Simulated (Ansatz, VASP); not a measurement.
One calculation of Bi2Se3, two programs

The input INCAR:

```
SYSTEM = Bi2Se3
ALGO = Normal ; EDIFF = 1E-8
ENCUT = 520 ; GGA = PS
ISIF = 2 ; ISMEAR = -1
LASPH = .TRUE. ; LCHARG = .FALSE.
LEFG = .TRUE. ; LREAL = .FALSE.
LWAVE = .FALSE. ; NBANDS = 32
NELM = 100 ; PREC = Accurate
SIGMA = 0.03
```

The input KPOINTS:

```
k-points
0
G
  6 6 6
  0 0 0
```

File POSCAR:

```
Bi2Se3
1.0
    2.0987589926      1.2117190693      9.6709408521
   -2.0987589926      1.2117190693      9.6709408521
    0.0000000000     -2.4234381387      9.6709408521
Bi Se
2 3
Direct
    0.4008000000      0.4008000000      0.4008000000
    0.5992000000      0.5992000000      0.5992000000
    0.0000000000      0.0000000000      0.0000000000
    0.2117000000      0.2117000000      0.2117000000
    0.7883000000      0.7883000000      0.7883000000
```

Input for Ansatz:

```yaml
crystal:
  lattice:
    - [2.0987589926, 1.2117190693, 9.6709408521]
    - [-2.0987589926, 1.2117190693, 9.6709408521]
    - [0.0, -2.4234381387, 9.6709408521]
  atoms:
    - { symbol: Bi, position: [0.4008, 0.4008, 0.4008] }
    - { symbol: Bi, position: [0.5992, 0.5992, 0.5992] }
    - { symbol: Se, position: [0.0, 0.0, 0.0] }
    - { symbol: Se, position: [0.2117, 0.2117, 0.2117] }
    - { symbol: Se, position: [0.7883, 0.7883, 0.7883] }
kpoints:
  mp_grid: { grid: [6, 6, 6] }
scf:
  occupations: { method: fermi_dirac, width: 0.03 }
hamiltonian:
  xc: pbesol
  pseudopotentials: { kind: all_electron, datasets: crystal }
output:
  forces: true
  stress: true
  eigenvalues: true
  efg: { contact_densities: true }
```

Change from the starting cell: volume scaled by 1.04, crystal datasets.

Alike in both runs: task electric field gradients; functional PBEsol; k mesh 6 × 6 × 6; occupations fermi-dirac, width 0.03 eV; no spin polarisation.

|  | VASP | Ansatz |
| --- | --- | --- |
| version | VASP 6.6.1 | Ansatz 0.2.0 |
| potentials or method | VASP PAW PBE potentials, release 64 (Bi_d, Se), cutoff 520 eV | all-electron PAW with datasets made for the crystal, scalar-relativistic |

```tsv
	VASP	Ansatz	Ansatz less VASP
pressure (GPa)	-2.5	-2.6	-0.02
traceless stress, the component that is largest in VASP (GPa)	0.06	0.06	-0.001
rms of the force components (eV/Å)	0.076	0.079	+0.0035
size of Vzz on the site where it differs most (V/Å²)	72.5	75.9	+3.45
```

VASP's potentials were made for PBE, not for PBEsol. Atom by atom the forces differ by 0.006 eV/Å (rms over components). Ansatz ran all-electron here, and VASP with PAW potentials.

Neither program's run includes spin-orbit coupling.
